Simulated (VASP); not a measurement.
# HCl (Fmmm) in VASP: single point with r2SCAN

Aim: the single point of HCl with r2SCAN.

Program: VASP 6.6.1. These are calculated values, not measurements. Logs are shortened: lines on timing, memory, paths and dates and some standing lists are left out, and cuts for length are marked.

### 1 The cell of the first run

The structure is orthorhombic, space group Fmmm (No. 69). The conventional cell has a = 5.030 Å, b = 5.350 Å, c = 5.710 Å, α = 90.00°, β = 90.00°, γ = 90.00°. Within 3.3 Å of H (site symmetry mmm) lie 6 Cl at 2.52 to 2.85 Å. Cl (site symmetry mmm) has 6 H at 2.52 to 2.85 Å within 3.3 Å.

### 2 Single point, r2SCAN

POSCAR reads:

```
HCl
1.0
    0.0000000000      2.6750000000      2.8550000000
    2.5150000000      0.0000000000      2.8550000000
    2.5150000000      2.6750000000      0.0000000000
H Cl
1 1
Direct
    0.0000000000      0.0000000000      0.0000000000
    0.5000000000      0.5000000000      0.5000000000
```

INCAR.step1 reads:

```
SYSTEM = HCl
  PREC = Accurate
  ENCUT = 520
  ISMEAR = 0
  SIGMA = 0.1
  LREAL = .FALSE.
  LASPH = .TRUE.
  NELM = 60
  NBANDS = 11
  GGA = PE
  ALGO = Normal
  EDIFF = 1E-4
  LWAVE = .TRUE.
  LCHARG = .FALSE.
```

INCAR.step2 reads:

```
SYSTEM = HCl
  PREC = Accurate
  ENCUT = 520
  EDIFF = 1E-7
  ISMEAR = 0
  SIGMA = 0.1
  LREAL = .FALSE.
  LASPH = .TRUE.
  NELM = 60
  ALGO = Normal
  ISIF = 2
  LWAVE = .FALSE.
  LCHARG = .FALSE.
  METAGGA = R2SCAN
  LMIXTAU = .TRUE.
  NBANDS = 11
  ISTART = 1
```

KPOINTS reads:

```
regular mesh
0
G
  6 6 6
  0 0 0
```

Potentials or basis: VASP PAW PBE potentials, release 64 (H, Cl).

On the command line:

```sh
cat potpaw_PBE.64/H/POTCAR potpaw_PBE.64/Cl/POTCAR > POTCAR
cp INCAR.step1 INCAR
mpirun -np 1 vasp_std > vasp.out
cp INCAR.step2 INCAR
mpirun -np 1 vasp_std > vasp.out
```

OUTCAR:

```text
SYSTEM = HCl
   PREC = Accurate
   ENCUT = 520
   EDIFF = 1E-7
   ISMEAR = 0
   LREAL = .FALSE.
   LASPH = .TRUE.
   NELM = 60
   ISIF = 2
   METAGGA = R2SCAN
   ISTART = 1

 ion  position               nearest neighbor table
   1  0.000  0.000  0.000-
   2  0.500  0.500  0.500-

  LATTYP: Found a face centered orthorhombic cell.
 ALAT       =     5.0300000000
 B/A-ratio  =     1.0636182903
 C/A-ratio  =     1.1351888668

  Lattice vectors:

 A1 = (   0.0000000000,   2.6750000000,   2.8550000000)
 A2 = (   2.5150000000,   0.0000000000,   2.8550000000)
 A3 = (   2.5150000000,   2.6750000000,   0.0000000000)

Analysis of symmetry for initial positions (statically):
=====================================================================
 Subroutine PRICEL returns:
 Original cell was already a primitive cell.

 Routine SETGRP: Setting up the symmetry group for a
 face centered orthorhombic supercell.

 Subroutine GETGRP returns: Found  8 space group operations
 (whereof  8 operations were pure point group operations)
 out of a pool of  8 trial point group operations.

The static configuration has the point symmetry D_2h.

Analysis of symmetry for dynamics (positions and initial velocities):
=====================================================================
 Subroutine PRICEL returns:
 Original cell was already a primitive cell.

 Routine SETGRP: Setting up the symmetry group for a
 face centered orthorhombic supercell.

 Subroutine GETGRP returns: Found  8 space group operations
 (whereof  8 operations were pure point group operations)
 out of a pool of  8 trial point group operations.

The dynamic configuration has the point symmetry D_2h.

 Subroutine INISYM returns: Found  8 space group operations
 (whereof  8 operations are pure point group operations),
 and found     1 'primitive' translations

----------------------------------------------------------------------------------------

                                     Primitive cell

  volume of cell :      38.4147

  direct lattice vectors                    reciprocal lattice vectors
     0.000000000  2.675000000  2.855000000    -0.198807157  0.186915888  0.175131349
     2.515000000  0.000000000  2.855000000     0.198807157 -0.186915888  0.175131349
     2.515000000  2.675000000  0.000000000     0.198807157  0.186915888 -0.175131349

  length of vectors
     3.912371404  3.804766747  3.671627704     0.324241922  0.324241922  0.324241922

  position of ions in fractional coordinates (direct lattice)
     0.000000000  0.000000000  0.000000000
     0.500000000  0.500000000  0.500000000

[... 81 lines left out ...]
   NFREE  =      0    steps in history (QN), initial steepest desc. (CG)
   ISIF   =      2    stress and relaxation
   ISYM   =      2    0-nonsym 1-usesym 2-fastsym
   POTIM  = 0.5000    time-step for ionic-motion
   TEBEG  =    0.0;   TEEND  =   0.0 temperature during run
   PSTRESS=    0.0 pullay stress
   NELECT =       8.0000    total number of electrons
   NUPDOWN=      -1.0000    fix difference up-down
   EMIN   =  10.00;   EMAX   =-10.00  energy-range for DOS
   EFERMI =   0.00;   METHOD = LEGACY
   ISMEAR =     0;   SIGMA  =   0.10  broadening in eV -4-tet -1-fermi 0-gaus
   EFERMI_NEDOS =   21; number of points for ismear=-14 and -15
   IALGO  =     38    algorithm
   IMIX   =      4    mixing-type and parameters
     AMIX     =   0.40;   BMIX     =  1.00
     AMIX_MAG =   1.60;   BMIX_MAG =  1.00
  volume/ion in A,a.u.               =      19.21       129.62
  Fermi-wavevector in a.u.,A,eV,Ry     =   0.970373  1.833740 12.811579  0.941624
  Thomas-Fermi vector in A             =   2.100503
   LORBIT       =      0    0 simple, 1 ext, 2 COOP (PROOUT), +10 PAW based schemes
   METAGGA = R2SCAN    functional components
   LHFCALC =     F    Hartree Fock is set to
   AEXX    =    0.0000 exact exchange contribution
   IVDW    =     0    specifies the selected vdW correction
   LEPSILON=     F    determine dielectric tensor
   LRPA    =     F    only Hartree local field effects (RPA)
 non-spin polarized calculation
 Gauss-broadening in eV      SIGMA  =   0.10
  energy-cutoff  :      520.00
  volume of cell :       38.41
 maximum number of plane-waves:      1050
 NGX is ok and might be reduce to    30
   NGX = 15   NGY = 15   NGZ = 13

 number of electron       7.9999999 magnetization

 Free energy of the ion-electron system (eV)
  ---------------------------------------------------
  ext. energy  EPLUGINS =         0.00000000
  ---------------------------------------------------
  free energy    TOTEN  =        -7.31418816 eV

  energy without entropy =       -7.31145990  energy(sigma->0) =       -7.31282403

 E-fermi :  -2.1467     XC(G=0):  -8.2579

 val. band max:       -2.1797714986   @ k =   0.0000   0.0000   0.0000
 cond. band min:      -2.1427497056   @ k =   0.0000   0.0000   0.0000
 fundamental gap:      0.0370217930
 Fermi energy:        -2.1467378166

 k-point     1 :       0.0000    0.0000    0.0000
  band No.  band energies     occupation
      1     -16.0399      2.00000
      2      -2.3544      1.99668
      3      -2.1798      1.35962
      4      -2.1427      0.95502
      5      -2.0221      0.07797
      6      10.1378      0.00000
      7      10.9462      0.00000
      8      11.4478      0.00000
      9      11.8809      0.00000
     10      13.4416      0.00000
     11      14.8614      0.00000
[... 309 lines left out ...]
 k-point    24 :       0.5000    0.3333    0.1667
  band No.  band energies     occupation
      1     -15.5919      2.00000
      2      -4.3827      2.00000
      3      -3.1497      2.00000
      4      -2.8425      2.00000
      5      -0.5279      0.00000
      6       8.6729      0.00000
      7       9.5222      0.00000
      8      11.0785      0.00000
      9      13.9259      0.00000
     10      15.2187      0.00000
     11      16.3294      0.00000

 [... further k-points ...]
[... 5 lines left out ...]
  --------------------------------------------------------------------------------------
  -------------------------------------------------------------------------------------
  Total       -3.9378223     -2.2985787     -1.3389655     -0.0000000      0.0000000      0.0000000
  in kB     -164.2361694    -95.8676486    -55.8447157     -0.0000000      0.0000000      0.0000000
  external PRESSURE =    -105.3161779 kB  Pullay stress =       0.0000000 kB

 VOLUME and BASIS-vectors are now :
 -----------------------------------------------------------------------------
  energy-cutoff  :      520.00
  volume of cell :       38.41
      direct lattice vectors                 reciprocal lattice vectors
     0.000000000  2.675000000  2.855000000    -0.198807157  0.186915888  0.175131349
     2.515000000  0.000000000  2.855000000     0.198807157 -0.186915888  0.175131349
     2.515000000  2.675000000  0.000000000     0.198807157  0.186915888 -0.175131349

 POSITION                                       TOTAL-FORCE (eV/Angst)
 -----------------------------------------------------------------------------------
      0.00000      0.00000      0.00000        -0.000000      0.000000      0.000000
      2.51500      2.67500      2.85500         0.000000      0.000000      0.000000
 -----------------------------------------------------------------------------------
    total drift:                                0.000000     -0.000000      0.000000

  FREE ENERGIE OF THE ION-ELECTRON SYSTEM (eV)
  ---------------------------------------------------
  free  energy   TOTEN  =        -7.3141881632 eV

  energy  without entropy=       -7.3114598967  energy(sigma->0) =       -7.31282403
```

OSZICAR.step1:

```text
N       E                     dE             d eps       ncg     rms          rms(c)
DAV:   1     0.293323790404E+02    0.29332E+02   -0.31778E+03  1012   0.563E+02
DAV:   2    -0.143653504388E+01   -0.30769E+02   -0.29339E+02  1233   0.107E+02
DAV:   3    -0.346367681615E+01   -0.20271E+01   -0.20249E+01  1270   0.293E+01
DAV:   4    -0.347740718737E+01   -0.13730E-01   -0.13729E-01  1312   0.287E+00
DAV:   5    -0.347754283298E+01   -0.13565E-03   -0.13564E-03  1308   0.267E-01    0.348E+00
DAV:   6    -0.311064221940E+01    0.36690E+00   -0.22584E+00  1138   0.333E+00    0.148E+00
DAV:   7    -0.309661704932E+01    0.14025E-01   -0.55793E-02  1126   0.101E+00    0.796E-01
DAV:   8    -0.309278241993E+01    0.38346E-02   -0.20681E-02  1141   0.732E-01    0.289E-01
DAV:   9    -0.309275128323E+01    0.31137E-04   -0.35872E-04  1222   0.117E-01
   1 F= -.30927513E+01 E0= -.30907953E+01  d E =-.391197E-02
```

It took 2.3 min on 1 thread of Intel Xeon 8259CL, shared host; peak memory 0.17 GiB.

Results:

| Item | Value |
| --- | --- |
| Free energy | -7.3142 eV |
| Pressure | -10.5 GPa |
| Band gap on the k mesh | zero (bands 4 and 5 overlap by 0.15 eV) |

Stress tensor (GPa, compression positive):
```
-16.42   0.00   0.00
  0.00  -9.59   0.00
  0.00   0.00  -5.58
```

Caveat: the cell stands under tension; the PAW data sets were made with another functional, which shifts forces and pressure a little.
